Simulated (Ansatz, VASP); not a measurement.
ZrN in VASP and in Ansatz

```
Zr N
1.0
     0.00000    2.25336    2.25336
     2.25336    0.00000    2.25336
     2.25336    2.25336    0.00000
Zr N
1 1
Direct
  0.00000 0.00000 0.00000
  0.50000 0.50000 0.50000
```

Change from the starting cell: volume scaled by 0.96, crystal datasets.

Alike in both runs: task electric field gradients; functional PBEsol; k mesh 9 × 9 × 9; occupations fermi-dirac, width 0.01 eV; no spin polarisation.

```csv
,VASP,Ansatz
version,VASP 6.6.1,Ansatz 0.2.0
potentials or method,"VASP PAW PBE potentials, release 64 (Zr_sv, N), cutoff 520 eV","all-electron PAW with datasets made for the crystal, scalar-relativistic"
```

```tsv
	VASP	Ansatz	Ansatz less VASP
pressure (GPa)	9.1	8.7	-0.41
```

VASP's potentials were made for PBE, not for PBEsol. Ansatz ran all-electron here, and VASP with PAW potentials.
